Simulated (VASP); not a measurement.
# GaN (P6_3mc) in VASP: further runs

Runs on GaN. Level: LDA. Tasks: relaxation of the atoms.

Everything below comes from runs of VASP 6.6.1. Logs are shortened: lines on timing, memory, paths and dates and some standing lists are left out, and cuts for length are marked.

## 1. The cell of the first run

It takes space group P6_3mc (No. 186, hexagonal). The conventional cell has a = 3.152 Å, b = 3.152 Å, c = 5.113 Å, α = 90.00°, β = 90.00°, γ = 120.00°. Ga (site symmetry 3m) has 4 N at 1.92 to 1.93 Å within 2.6 Å. Within 2.6 Å of N (site symmetry 3m) lie 4 Ga at 1.92 to 1.93 Å.

## 2. Relaxation of the atoms, LDA (z stretched by -0.5 %, x and y held)

The input, INCAR:

```
ALGO = Normal
EDIFF = 1E-7
EDIFFG = -0.002
ENCUT = 520
GGA = CA
GGA_COMPAT = F
IBRION = 2
ISIF = 2
ISMEAR = 0
LASPH = T
LCHARG = F
LREAL = F
LWAVE = F
NELM = 120
NELMIN = 4
NSW = 50
PREC = Accurate
SIGMA = 0.01
```

The input, KPOINTS:

```
k-points
0
Gamma
  8 8 4
```

The input, POSCAR:

```
GaN
1.0
    3.1518145673      0.0000000000      0.0000000000
   -1.5759072837      2.7295514833      0.0000000000
    0.0000000000      0.0000000000      5.1127057475
Ga N
2 2
Direct
    0.3333333333      0.6666666667     -0.0007042255
    0.6666666667      0.3333333333      0.4992957745
    0.3333333333      0.6666666667      0.3757042255
    0.6666666667      0.3333333333      0.8757042255
```

Potentials or basis: VASP PAW LDA potentials, release 64 (Ga_d, N).

Launch:

```console
cat potpaw_LDA.64/Ga_d/POTCAR potpaw_LDA.64/N/POTCAR > POTCAR
mpirun -np 1 vasp_std > vasp.out
```

OUTCAR:

```text
EDIFF = 1E-7
   EDIFFG = -0.002
   ENCUT = 520
   GGA = CA
   IBRION = 2
   ISIF = 2
   ISMEAR = 0
   LASPH = T
   LREAL = F
   NELM = 120
   NELMIN = 4
   NSW = 50
   PREC = Accurate

 ion  position               nearest neighbor table
   1  0.333  0.667  0.999-   3 1.92   4 1.93   4 1.93   4 1.93
   2  0.667  0.333  0.499-   4 1.92   3 1.93   3 1.93   3 1.93
   3  0.333  0.667  0.376-   1 1.92   2 1.93   2 1.93   2 1.93
   4  0.667  0.333  0.876-   2 1.92   1 1.93   1 1.93   1 1.93

  LATTYP: Found a hexagonal cell.
 ALAT       =     3.1518145673
 C/A-ratio  =     1.6221467470

  Lattice vectors:

 A1 = (   3.1518145673,   0.0000000000,   0.0000000000)
 A2 = (  -1.5759072837,   2.7295514833,   0.0000000000)
 A3 = (   0.0000000000,   0.0000000000,   5.1127057475)

Analysis of symmetry for initial positions (statically):
=====================================================================
 Subroutine PRICEL returns:
 Original cell was already a primitive cell.

 Routine SETGRP: Setting up the symmetry group for a
 hexagonal supercell.

 Subroutine GETGRP returns: Found 12 space group operations
 (whereof  6 operations were pure point group operations)
 out of a pool of 24 trial point group operations.

The static configuration has the point symmetry C_3v.
 The point group associated with its full space group is C_6v.

Analysis of symmetry for dynamics (positions and initial velocities):
=====================================================================
 Subroutine PRICEL returns:
 Original cell was already a primitive cell.

 Routine SETGRP: Setting up the symmetry group for a
 hexagonal supercell.

 Subroutine GETGRP returns: Found 12 space group operations
 (whereof  6 operations were pure point group operations)
 out of a pool of 24 trial point group operations.

The dynamic configuration has the point symmetry C_3v.
 The point group associated with its full space group is C_6v.

 Subroutine INISYM returns: Found 12 space group operations
 (whereof  6 operations are pure point group operations),
 and found     1 'primitive' translations

----------------------------------------------------------------------------------------

                                     Primitive cell

  volume of cell :      43.9848

  direct lattice vectors                    reciprocal lattice vectors
     3.151814567  0.000000000  0.000000000     0.317277549  0.183180278  0.000000000
[... 94 lines left out ...]
   IBRION =      2    ionic relax: 0-MD 1-quasi-New 2-CG
   NFREE  =      1    steps in history (QN), initial steepest desc. (CG)
   ISIF   =      2    stress and relaxation
   ISYM   =      2    0-nonsym 1-usesym 2-fastsym
   POTIM  = 0.5000    time-step for ionic-motion
   TEBEG  =    0.0;   TEEND  =   0.0 temperature during run
   PSTRESS=    0.0 pullay stress
   NELECT =      36.0000    total number of electrons
   NUPDOWN=      -1.0000    fix difference up-down
   EMIN   =  10.00;   EMAX   =-10.00  energy-range for DOS
   EFERMI =   0.00;   METHOD = LEGACY
   ISMEAR =     0;   SIGMA  =   0.01  broadening in eV -4-tet -1-fermi 0-gaus
   EFERMI_NEDOS =   21; number of points for ismear=-14 and -15
   IALGO  =     38    algorithm
   IMIX   =      4    mixing-type and parameters
     AMIX     =   0.40;   BMIX     =  1.00
     AMIX_MAG =   1.60;   BMIX_MAG =  1.00
  volume/ion in A,a.u.               =      11.00        74.21
  Fermi-wavevector in a.u.,A,eV,Ry     =   1.531351  2.893834 31.906151  2.345036
  Thomas-Fermi vector in A             =   2.638708
   LORBIT       =      0    0 simple, 1 ext, 2 COOP (PROOUT), +10 PAW based schemes
   GGA     = CA    functional components
   LHFCALC =     F    Hartree Fock is set to
   AEXX    =    0.0000 exact exchange contribution
   IVDW    =     0    specifies the selected vdW correction
   LEPSILON=     F    determine dielectric tensor
   LRPA    =     F    only Hartree local field effects (RPA)
 conjugate gradient relaxation of ions
 non-spin polarized calculation
 Gauss-broadening in eV      SIGMA  =   0.01
  energy-cutoff  :      520.00
  volume of cell :       43.98
 maximum number of plane-waves:      1196
 NGX is ok and might be reduce to    24
   NGX = 11   NGY = 11   NGZ = 19

--------------------------------------- Ionic step        1  -------------------------------------------

 number of electron      36.0000036 magnetization

 Free energy of the ion-electron system (eV)
  ---------------------------------------------------
  ext. energy  EPLUGINS =         0.00000000
  ---------------------------------------------------
  free energy    TOTEN  =       -27.90603431 eV

  energy without entropy =      -27.90603431  energy(sigma->0) =      -27.90603431

------------------------ aborting loop because EDIFF is reached ----------------------------------------

  FORCE on cell =-STRESS in cart. coord.  units (eV):
  Direction    XX          YY          ZZ          XY          YZ          ZX
  --------------------------------------------------------------------------------------
  -------------------------------------------------------------------------------------
  Total        0.4002868      0.4002868      0.9777763     -0.0000000     -0.0000000      0.0000000
  in kB       14.5807251     14.5807251     35.6161795     -0.0000000     -0.0000000      0.0000000
  external PRESSURE =      21.5925432 kB  Pullay stress =       0.0000000 kB
[... 63 lines left out ...]
--------------------------------------- Ionic step        3  -------------------------------------------

 number of electron      36.0000034 magnetization

 Free energy of the ion-electron system (eV)
  ---------------------------------------------------
  ext. energy  EPLUGINS =         0.00000000
  ---------------------------------------------------
  free energy    TOTEN  =       -27.90627886 eV

  energy without entropy =      -27.90627886  energy(sigma->0) =      -27.90627886

 E-fermi :   5.6090     XC(G=0): -12.3253

 val. band max:        5.4883929506   @ k =   0.0000   0.0000   0.0000
 cond. band min:       7.6859859798   @ k =   0.0000   0.0000   0.0000
 fundamental gap:      2.1975930291
 Fermi energy:         5.6089749694

 k-point     1 :       0.0000    0.0000    0.0000
  band No.  band energies     occupation
      1     -10.6897      2.00000
      2      -9.6886      2.00000
      3      -8.0923      2.00000
      4      -8.0765      2.00000
      5      -8.0765      2.00000
      6      -8.0077      2.00000
[... 589 lines left out ...]
     21      13.4118      0.00000
     22      13.4118      0.00000

 [... further k-points ...]
[... 5 lines left out ...]
  --------------------------------------------------------------------------------------
  -------------------------------------------------------------------------------------
  Total        0.4514731      0.4514731      0.8742499     -0.0000000      0.0000000      0.0000000
  in kB       16.4452192     16.4452192     31.8451593     -0.0000000      0.0000000      0.0000000
  external PRESSURE =      21.5785326 kB  Pullay stress =       0.0000000 kB
[... 19 lines left out ...]
  FREE ENERGIE OF THE ION-ELECTRON SYSTEM (eV)
  ---------------------------------------------------
  free  energy   TOTEN  =       -27.9062788568 eV

  energy  without entropy=      -27.9062788568  energy(sigma->0) =      -27.90627886

 reached required accuracy - stopping structural energy minimisation
```

OSZICAR:

```text
N       E                     dE             d eps       ncg     rms          rms(c)
DAV:   1     0.275633996351E+03    0.27563E+03   -0.18345E+04  1358   0.305E+03
DAV:   2     0.326715251516E+01   -0.27237E+03   -0.26398E+03  1464   0.539E+02
DAV:   3    -0.307087585523E+02   -0.33976E+02   -0.33542E+02  1482   0.154E+02
[... 21 lines left out ...]
       N       E                     dE             d eps       ncg     rms          rms(c)
DAV:   1    -0.279062625479E+02   -0.19594E-06   -0.50864E-03  1328   0.552E-01    0.883E-03
DAV:   2    -0.279062791016E+02   -0.16554E-04   -0.17322E-04  1502   0.122E-01    0.451E-03
DAV:   3    -0.279062791341E+02   -0.32446E-07   -0.55796E-06  1838   0.210E-02    0.295E-03
DAV:   4    -0.279062788267E+02    0.30736E-06   -0.99301E-07  1448   0.122E-02    0.515E-04
DAV:   5    -0.279062788568E+02   -0.30102E-07   -0.34848E-07  1420   0.479E-03
   3 F= -.27906279E+02 E0= -.27906279E+02  d E =-.244542E-03
```

CONTCAR:

```text
GaN
   1.00000000000000
     3.1518145673000002    0.0000000000000000    0.0000000000000000
    -1.5759072837000001    2.7295514832999999    0.0000000000000000
     0.0000000000000000    0.0000000000000000    5.1127057474999997
  Ga              N
     2     2
Direct
     0.3333333332999970    0.6666666667000030    0.9988722419847487
     0.6666666667000030    0.3333333332999970    0.4988722419847487
     0.3333333332999970    0.6666666667000030    0.3761277580152513
     0.6666666667000030    0.3333333332999970    0.8761277580152513

  0.00000000E+00  0.00000000E+00  0.00000000E+00
  0.00000000E+00  0.00000000E+00  0.00000000E+00
  0.00000000E+00  0.00000000E+00  0.00000000E+00
  0.00000000E+00  0.00000000E+00  0.00000000E+00
```

Run time: 64 s. Hardware: 1 thread of Oxide Virtual Turin-like, shared host; peak memory 0.12 GiB.

What came out:

* Free energy: -27.9063 eV
* Energy gained by relaxing: 0.1 meV/atom
* Ionic steps: 3
* Pressure after relaxing: 2.2 GPa
* Band gap on the k mesh: 2.20 eV

Step by step:
```tsv
step	energy change (eV)	largest force (eV/Å)	pressure (GPa)
1	0.0000	0.0567	2.16
2	-0.0002	0.0147	2.16
3	-0.0002	0.0001	2.16
```

Final structure:
```
CELL_PARAMETERS angstrom
3.15181 0.00000 0.00000
-1.57591 2.72955 0.00000
0.00000 0.00000 5.11271
ATOMIC_POSITIONS crystal
Ga 0.33333 0.66667 0.99887
Ga 0.66667 0.33333 0.49887
N 0.33333 0.66667 0.37613
N 0.66667 0.33333 0.87613
```

Levels at points of the mesh, in eV from the valence-band top:
```tsv
k point	band 14	band 15	band 16	band 17	band 18	band 19	band 20	band 21	band 22
(0.00, 0.00, 0.00)	-1.10	-1.10	-0.02	0.00	0.00	2.20	4.37	9.30	9.89
(0.50, 0.00, 0.00)	-5.46	-4.41	-2.92	-2.34	-1.05	4.99	5.71	6.06	8.78
(0.00, 0.00, 0.50)	-3.89	-0.57	-0.57	-0.57	-0.57	4.43	4.43	8.52	8.52
(0.50, 0.00, 0.50)	-6.88	-2.06	-2.06	-1.96	-1.96	4.42	4.42	7.85	7.85
```

Caveat: the cell differs from its parent crystal (z stretched by -0.5 %, x and y held).

## 3. Relaxation of the atoms, LDA (z stretched by +0.5 %, x and y held)

The input, INCAR:

```
SYSTEM = GaN
ALGO = Normal ; EDIFF = 1E-7
EDIFFG = -0.002 ; ENCUT = 520
GGA_COMPAT = .False. ; IBRION = 2
ISIF = 2 ; ISMEAR = 0
LASPH = .True. ; LCHARG = .False.
LREAL = .False. ; LWAVE = .False.
NELM = 120 ; NELMIN = 4
NSW = 50 ; PREC = Accurate
SIGMA = 0.01
```

The input, KPOINTS:

```
k-points
0
Gamma
  8 8 4
  0 0 0
```

Changes to POSCAR since step 2:

```diff
@@ -4,3 +4,3 @@
    -1.5759072837      2.7295514833      0.0000000000
-    0.0000000000      0.0000000000      5.1127057475
+    0.0000000000      0.0000000000      5.1640897249
 Ga N
```

Potentials or basis: VASP PAW LDA potentials, release 64 (Ga_d, N).

Launch:

```console
cat potpaw_LDA.64/Ga_d/POTCAR potpaw_LDA.64/N/POTCAR > POTCAR
mpirun -np 1 vasp_std > vasp.out
```

Run time: 77 s. Hardware: 1 thread of Oxide Virtual Turin-like, shared host; peak memory 0.12 GiB.

Results (log left out):

```
Free energy               : -27.9096 eV
Energy gained by relaxing : 0.1 meV/atom
Ionic steps               : 3
Pressure after relaxing   : 0.1 GPa
Band gap on the k mesh    : 2.09 eV
```

Stress tensor (GPa, compression positive):
```
 0.60  0.00  0.00
 0.00  0.60  0.00
 0.00  0.00 -0.96
```

Step by step:
```
step  energy change (eV)  largest force (eV/Å)  pressure (GPa)
   1              0.0000                0.0540            0.09
   2             -0.0002                0.0102            0.08
   3             -0.0002                0.0001            0.08
```

Final structure:
```
CELL_PARAMETERS angstrom
3.15181 0.00000 0.00000
-1.57591 2.72955 0.00000
0.00000 0.00000 5.16409
ATOMIC_POSITIONS crystal
Ga 0.33333 0.66667 0.99972
Ga 0.66667 0.33333 0.49972
N 0.33333 0.66667 0.37528
N 0.66667 0.33333 0.87528
```

Levels at points of the mesh, in eV from the valence-band top:
| k point | band 16 | band 17 | band 18 | band 19 | band 20 | band 21 |
| --- | --- | --- | --- | --- | --- | --- |
| (0.00, 0.00, 0.00) | -0.08 | 0.00 | 0.00 | 2.09 | 4.40 | 9.14 |
| (0.50, 0.00, 0.00) | -2.85 | -2.35 | -1.05 | 5.01 | 5.62 | 5.93 |
| (0.00, 0.00, 0.50) | -0.55 | -0.55 | -0.55 | 4.38 | 4.38 | 8.41 |
| (0.50, 0.00, 0.50) | -2.03 | -2.02 | -2.02 | 4.34 | 4.34 | 7.77 |

Caveat: the cell differs from its parent crystal (z stretched by +0.5 %, x and y held).

## 4. Relaxation of the atoms, LDA

This run uses another cell than the first one, of 11.22 Å³/atom.

The input, INCAR:

```
PREC = Accurate
ENCUT = 520
EDIFF = 1E-7
ISMEAR = 0
SIGMA = 0.01
LREAL = False
LASPH = True
NELM = 120
ALGO = Normal
ISIF = 2
LWAVE = False
LCHARG = False
IBRION = 2
NSW = 50
EDIFFG = -0.002
GGA_COMPAT = False
NELMIN = 4
```

The input, KPOINTS:

```
regular mesh
0
Gamma
  8 8 4
```

Changes to POSCAR since step 3:

```diff
@@ -2,4 +2,4 @@
 1.0
-    3.1518145673      0.0000000000      0.0000000000
-   -1.5759072837      2.7295514833      0.0000000000
+    3.1675736402      0.0000000000      0.0000000000
+   -1.5837868201      2.7431992407      0.0000000000
     0.0000000000      0.0000000000      5.1640897249
```

Launch:

```console
cat potpaw_LDA.64/Ga_d/POTCAR potpaw_LDA.64/N/POTCAR > POTCAR
mpirun -np 1 vasp_std > vasp.out
```

Run time: 45 s. Hardware: 1 thread of Oxide Virtual Turin-like, shared host; peak memory 0.11 GiB.

Results (log left out):

```
Free energy             : -27.9080 eV
Pressure after relaxing : -1.9 GPa
Band gap on the k mesh  : 2.04 eV
```

Final structure:
```yaml
crystal:
  lattice:
    - [3.16757, 0.00000, 0.00000]
    - [-1.58379, 2.74320, 0.00000]
    - [0.00000, 0.00000, 5.16409]
  atoms:
    - { symbol: Ga, position: [0.33333, 0.66667, 0.99930] }
    - { symbol: Ga, position: [0.66667, 0.33333, 0.49930] }
    - { symbol: N, position: [0.33333, 0.66667, 0.37570] }
    - { symbol: N, position: [0.66667, 0.33333, 0.87570] }
```

Levels at points of the mesh, in eV from the valence-band top:
```csv
k point,band 14,band 15,band 16,band 17,band 18,band 19,band 20,band 21,band 22
"(0.00, 0.00, 0.00)",-1.06,-1.06,-0.05,0.00,0.00,2.04,4.28,9.13,9.82
"(0.50, 0.00, 0.00)",-5.41,-4.34,-2.83,-2.30,-1.03,4.96,5.58,5.95,8.59
"(0.00, 0.00, 0.50)",-3.89,-0.55,-0.55,-0.55,-0.55,4.31,4.31,8.39,8.39
"(0.50, 0.00, 0.50)",-6.77,-2.01,-2.01,-1.96,-1.96,4.34,4.34,7.72,7.72
```

As with any semilocal functional, this LDA gap is likely too small.

## 5. Overview

```csv
cell,gap on the mesh (eV),pressure (GPa)
"atoms relaxed from a = 3.152, b = 3.152, c = 5.113 Å, angles 90.0, 90.0, 120.0°, 4 atoms",2.20,2.2
"atoms relaxed from a = 3.152, b = 3.152, c = 5.164 Å, angles 90.0, 90.0, 120.0°, 4 atoms",2.09,0.1
"atoms relaxed from a = 3.168, b = 3.168, c = 5.164 Å, angles 90.0, 90.0, 120.0°, 4 atoms",2.04,-1.9
```

Alike in all rows: task relaxation of the atoms; level LDA; potentials or basis VASP PAW LDA potentials, release 64 (Ga_d, N); no spin polarisation; k mesh 8 × 8 × 4; cutoff (eV) 520; smearing gaussian 0.01 eV.

Total energies depend on the potentials used, so only differences within one code and one set of settings carry meaning.
